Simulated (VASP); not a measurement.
# SrTiO3 (P4mm) in VASP: a series of runs, part 2 of 2

VASP 6.6.1. Earlier steps stand in the parts before.

## (4) Single point, PBEsol (atoms displaced along a vibrational mode)

File INCAR:

```
PREC = Accurate
ENCUT = 520
EDIFF = 1E-7
ISMEAR = 0
SIGMA = 0.05
LREAL = False
LASPH = True
NELM = 100
ALGO = Normal
ISIF = 2
LWAVE = False
LCHARG = False
GGA = PS
NBANDS = 28
```

File KPOINTS:

```
Automatic mesh
0
Gamma
  8 8 8
```

File POSCAR:

```
SrTiO3
1.0
    3.8913815400      0.0000000000      0.0000000000
    0.0000000000      3.8913815400      0.0000000000
    0.0000000000      0.0000000000      3.8913815400
Sr Ti O
1 1 3
Direct
    0.0571705675      0.0000000000      0.0000000000
    0.4320738436      0.5000000000      0.5000000000
   -0.0300861864      0.5000000000      0.5000000000
    0.4601064161      0.0000000000      0.5000000000
    0.4601064161      0.5000000000      0.0000000000
```

Potentials or basis: VASP PAW PBE potentials, release 64 (Sr_sv, Ti_sv, O).

Launch:

```bash
$ cat potpaw_PBE.64/Sr_sv/POTCAR potpaw_PBE.64/Ti_sv/POTCAR potpaw_PBE.64/O/POTCAR > POTCAR
$ mpirun -np 1 vasp_std > vasp.out
```

OUTCAR:

```text
PREC = Accurate
   ENCUT = 520
   EDIFF = 1E-7
   ISMEAR = 0
   LREAL = False
   LASPH = True
   NELM = 100
   ISIF = 2
   GGA = PS

 ion  position               nearest neighbor table
   1  0.057  0.000  0.000-   4 2.50   5 2.50   4 2.50   5 2.50   3 2.77   3 2.77   3 2.77   3 2.77
                             4 3.03   5 3.03   4 3.03   5 3.03   2 3.11   2 3.11   2 3.11   2 3.11
   2  0.432  0.500  0.500-   3 1.80   4 1.95   5 1.95   5 1.95   4 1.95   3 2.09   1 3.11   1 3.11
                             1 3.11   1 3.11   1 3.67   1 3.67   1 3.67   1 3.67
   3  0.970  0.500  0.500-   2 1.80   2 2.09   1 2.77   1 2.77   1 2.77   1 2.77
   4  0.460  0.000  0.500-   2 1.95   2 1.95   1 2.50   1 2.50   1 3.03   1 3.03
   5  0.460  0.500  0.000-   2 1.95   2 1.95   1 2.50   1 2.50   1 3.03   1 3.03

  LATTYP: Found a simple cubic cell.
 ALAT       =     3.8913815400

  Lattice vectors:

 A1 = (   3.8913815400,   0.0000000000,   0.0000000000)
 A2 = (   0.0000000000,   3.8913815400,   0.0000000000)
 A3 = (   0.0000000000,   0.0000000000,   3.8913815400)

Analysis of symmetry for initial positions (statically):
=====================================================================
 Subroutine PRICEL returns:
 Original cell was already a primitive cell.

 Routine SETGRP: Setting up the symmetry group for a
 simple cubic supercell.

 Subroutine GETGRP returns: Found  8 space group operations
 (whereof  8 operations were pure point group operations)
 out of a pool of 48 trial point group operations.

The static configuration has the point symmetry C_4v.

Analysis of symmetry for dynamics (positions and initial velocities):
=====================================================================
 Subroutine PRICEL returns:
 Original cell was already a primitive cell.

 Routine SETGRP: Setting up the symmetry group for a
 simple cubic supercell.

 Subroutine GETGRP returns: Found  8 space group operations
 (whereof  8 operations were pure point group operations)
 out of a pool of 48 trial point group operations.

The dynamic configuration has the point symmetry C_4v.

 Subroutine INISYM returns: Found  8 space group operations
[... 128 lines left out ...]
   GGA     = PS    functional components
   LHFCALC =     F    Hartree Fock is set to
   AEXX    =    0.0000 exact exchange contribution
   IVDW    =     0    specifies the selected vdW correction
   LEPSILON=     F    determine dielectric tensor
   LRPA    =     F    only Hartree local field effects (RPA)
 non-spin polarized calculation
 Gauss-broadening in eV      SIGMA  =   0.05
  energy-cutoff  :      520.00
  volume of cell :       58.93
 maximum number of plane-waves:      1622
 NGX is ok and might be reduce to    30
   NGX = 15   NGY = 15   NGZ = 15

 number of electron      40.0000008 magnetization

 Free energy of the ion-electron system (eV)
  ---------------------------------------------------
  ext. energy  EPLUGINS =         0.00000000
  ---------------------------------------------------
  free energy    TOTEN  =       -41.58455180 eV

  energy without entropy =      -41.58455180  energy(sigma->0) =      -41.58455180

 E-fermi :   4.3062     XC(G=0): -11.5386

 val. band max:        3.9501290539   @ k =   0.5000   0.5000   0.5000
 cond. band min:       5.7765208285   @ k =   0.0000   0.0000   0.0000
 fundamental gap:      1.8263917746
 Fermi energy:         4.3062033216

 k-point     1 :       0.0000    0.0000    0.0000
  band No.  band energies     occupation
      1     -51.9878      2.00000
      2     -28.4893      2.00000
      3     -28.3742      2.00000
      4     -28.3742      2.00000
      5     -28.3286      2.00000
      6     -13.4368      2.00000
[... 733 lines left out ...]
     27      12.1408      0.00000
     28      12.2454      0.00000

 [... further k-points ...]

------------------------ aborting loop because EDIFF is reached ----------------------------------------

  FORCE on cell =-STRESS in cart. coord.  units (eV):
  Direction    XX          YY          ZZ          XY          YZ          ZX
  --------------------------------------------------------------------------------------
  -------------------------------------------------------------------------------------
  Total        2.8542538      2.2462837      2.2462837      0.0000000      0.0000000      0.0000000
  in kB       77.6053614     61.0750378     61.0750378      0.0000000      0.0000000      0.0000000
  external PRESSURE =      66.5851457 kB  Pullay stress =       0.0000000 kB

 VOLUME and BASIS-vectors are now :
 -----------------------------------------------------------------------------
  energy-cutoff  :      520.00
  volume of cell :       58.93
      direct lattice vectors                 reciprocal lattice vectors
     3.891381540  0.000000000  0.000000000     0.256978143  0.000000000  0.000000000
     0.000000000  3.891381540  0.000000000     0.000000000  0.256978143  0.000000000
     0.000000000  0.000000000  3.891381540     0.000000000  0.000000000  0.256978143

 POSITION                                       TOTAL-FORCE (eV/Angst)
 -----------------------------------------------------------------------------------
      0.22247      0.00000      0.00000        -1.892994      0.000000     -0.000000
      1.68136      1.94569      1.94569         1.868102     -0.000000      0.000000
      3.77430      1.94569      1.94569        -0.447300      0.000000     -0.000000
      1.79045      0.00000      1.94569         0.236096     -0.000000     -0.000000
      1.79045      1.94569      0.00000         0.236096      0.000000      0.000000
 -----------------------------------------------------------------------------------
    total drift:                               -0.000265     -0.000000     -0.000002

  FREE ENERGIE OF THE ION-ELECTRON SYSTEM (eV)
  ---------------------------------------------------
  free  energy   TOTEN  =       -41.5845518028 eV

  energy  without entropy=      -41.5845518028  energy(sigma->0) =      -41.58455180
```

OSZICAR:

```text
N       E                     dE             d eps       ncg     rms          rms(c)
DAV:   1     0.428009180843E+03    0.42801E+03   -0.21060E+04  4200   0.158E+03
DAV:   2    -0.351740689227E+01   -0.43153E+03   -0.41155E+03  4700   0.438E+02
DAV:   3    -0.488259243783E+02   -0.45309E+02   -0.44813E+02  5804   0.137E+02
DAV:   4    -0.510038529339E+02   -0.21779E+01   -0.21730E+01  6356   0.262E+01
DAV:   5    -0.510539679869E+02   -0.50115E-01   -0.50104E-01  5868   0.352E+00    0.305E+01
DAV:   6    -0.416875157782E+02    0.93665E+01   -0.48333E+01  5988   0.659E+01    0.185E+01
DAV:   7    -0.416848560380E+02    0.26597E-02   -0.78895E+00  5540   0.219E+01    0.132E+01
DAV:   8    -0.416945762881E+02   -0.97203E-02   -0.17060E+00  5036   0.147E+01    0.318E+00
DAV:   9    -0.415911136568E+02    0.10346E+00   -0.45038E-01  5104   0.691E+00    0.102E+00
DAV:  10    -0.415887649651E+02    0.23487E-02   -0.75390E-02  5900   0.198E+00    0.679E-01
DAV:  11    -0.415846288442E+02    0.41361E-02   -0.23423E-02  5900   0.158E+00    0.123E-01
DAV:  12    -0.415846102671E+02    0.18577E-04   -0.22907E-03  5284   0.569E-01    0.109E-01
DAV:  13    -0.415845460655E+02    0.64202E-04   -0.46174E-04  6020   0.172E-01    0.362E-02
DAV:  14    -0.415845543137E+02   -0.82483E-05   -0.57402E-05  5424   0.607E-02    0.165E-02
DAV:  15    -0.415845516026E+02    0.27112E-05   -0.95157E-06  5696   0.306E-02    0.785E-03
DAV:  16    -0.415845519485E+02   -0.34590E-06   -0.18910E-06  5048   0.142E-02    0.421E-03
DAV:  17    -0.415845518127E+02    0.13575E-06   -0.13228E-06  5516   0.123E-02    0.184E-03
DAV:  18    -0.415845518028E+02    0.99126E-08   -0.13977E-07  3276   0.384E-03
   1 F= -.41584552E+02 E0= -.41584552E+02  d E =-.304846E-25
```

Run time: 85 s. Hardware: 1 thread of Intel Xeon Platinum 8488C (Sapphire Rapids), shared host; peak memory 0.25 GiB.

Results:

| Property | Result |
| --- | --- |
| Free energy | -41.5846 eV |
| Pressure | 6.7 GPa |
| Largest force | 1.893 eV/Å |
| Band gap on the k mesh | 1.83 eV (least direct gap 2.28 eV) |

Forces in eV/Å, atoms in the order of the input:
```
Sr  -1.893  0.000  0.000
Ti   1.868  0.000  0.000
O   -0.447  0.000  0.000
O    0.236  0.000  0.000
O    0.236  0.000  0.000
```

Stress tensor (GPa, compression positive):
```
7.76 0.00 0.00
0.00 6.11 0.00
0.00 0.00 6.11
```

Caveat: the cell differs from its parent crystal (atoms displaced along a vibrational mode); the cell stands under pressure; the PAW data sets were made with another functional, which shifts forces and pressure a little. A k mesh can miss the band edges.

## (5) Summary

```tsv
cell	gap on the mesh (eV)	pressure (GPa)	largest force (eV/Å)
as given, atomic positions A	1.85	19.0	13.89
as given, atomic positions B	1.65	6.4	2.14
as given, atomic positions C	1.83	6.7	1.89
```

Alike in all rows: task single point; level PBEsol; potentials or basis VASP PAW PBE potentials, release 64 (Sr_sv, Ti_sv, O); no spin polarisation; k mesh 8 × 8 × 8; cutoff (eV) 520; smearing gaussian 0.05 eV.

Caveats: the cell stands under pressure; the PAW data sets were made with another functional, which shifts forces and pressure a little.

Absolute energies hang on the potentials; compare differences alone.
